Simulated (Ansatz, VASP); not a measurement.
TaN in VASP and in Ansatz

INCAR

```
ALGO = Normal
EDIFF = 1E-6
ENCUT = 520
GGA = PE
ISIF = 2
ISMEAR = 0
LASPH = True
LCHARG = True
LELF = True
LREAL = False
LVHAR = True
LWAVE = False
NBANDS = 15
NELM = 100
PREC = Accurate
SIGMA = 0.15
```

Contents of KPOINTS:

```
k-points
0
Gamma
  24 24 24
```

The input POSCAR:

```
TaN
1.0
    0.0000000000      2.4984076616      2.2086347786
    2.2086347786      0.0000000000      2.2086347786
    2.2086347786      2.4984076616      0.0000000000
Ta N
1 1
Direct
    0.5000000000      0.5000000000      0.5000000000
    0.0000000000      0.0000000000      0.0000000000
```

Input for Ansatz:

```yaml
crystal:
  lattice:
    - [0.0, 2.4984076616, 2.2086347786]
    - [2.2086347786, 0.0, 2.2086347786]
    - [2.2086347786, 2.4984076616, 0.0]
  atoms:
    - { symbol: Ta, position: [0.5, 0.5, 0.5] }
    - { symbol: "N", position: [0.0, 0.0, 0.0] }
basis:
  ecutwfc: 420
kpoints:
  mp_grid: { grid: [24, 24, 24] }
hamiltonian:
  xc: pbe
scf:
  occupations: { method: gaussian, width: 0.15 }
output:
  forces: true
  stress: true
  eigenvalues: true
```

Change from the starting cell: strain +0.1312 x Voigt [0, 1, 0, 0, 0, 0], atoms carried along.

Alike in both runs: task single point; functional PBE; k mesh 24 × 24 × 24; occupations gaussian, width 0.15 eV; no spin polarisation.

```csv
,VASP,Ansatz
version,VASP 6.6.1,Ansatz 0.2.0
potentials or method,"VASP PAW PBE potentials, release 64 (Ta_pv, N), cutoff 520 eV","scalar-relativistic, plane waves, PAW"
valence electrons in the cell,16,18
```

```tsv
	VASP	Ansatz	Ansatz less VASP
gap on the k mesh at the Fermi level (eV)	none	none	-
pressure (GPa)	-22.1	-22.5	-0.41
traceless stress, the component that is largest in VASP (GPa)	-7.58	-7.34	+0.244
```

A gap of «none» marks a metal or a gap that the smearing closes. The functional is the same, so the differences come from potentials, cutoffs and numerics. VASP's potentials hold 16 valence electrons a cell and Ansatz's 18, so a difference there can come from the potentials and not from the codes.

Neither program's run includes spin-orbit coupling.
